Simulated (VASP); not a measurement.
Input of a VASP 6.6.1 run:

Contents of INCAR:

```
ALGO = Normal ; EDIFF = 1E-7
ENCUT = 520 ; ISIF = 2
ISMEAR = -1 ; LASPH = T
LCHARG = F ; LREAL = F
LWAVE = F ; NBANDS = 34
NELM = 100 ; PREC = Accurate
SIGMA = 0.1
```

File KPOINTS:

```
k-points
0
Gamma
  12 12 4
```

POSCAR

```
In
1.0
    3.3157544481      0.0000000000      0.0000000000
   -1.6578772240      2.8715275848      0.0000000000
    0.0000000000      0.0000000000     10.7586685906
In
4
Direct
    0.0000000000      0.0000000000      1.0000000000
    0.0000000000      0.0000000000      0.5000000000
    0.3333333333      0.6666666667      0.2500000000
    0.6666666667      0.3333333333      0.7500000000
```

Potentials or basis: VASP PAW LDA potentials, release 64 (In_d).

Run with:

```console
$ cat potpaw_LDA.64/In_d/POTCAR > POTCAR
$ mpirun -np 1 vasp_std > vasp.out
```

Task: Predict the pressure.

Result: -1.7 GPa.

Task: Predict the band gap on the k mesh.

Result: Zero (band 26 reaches 11.13 eV, above the bottom of band 27 at 6.25 eV).

Caveat: spin-orbit coupling is left out, which moves the levels of the heavy elements.
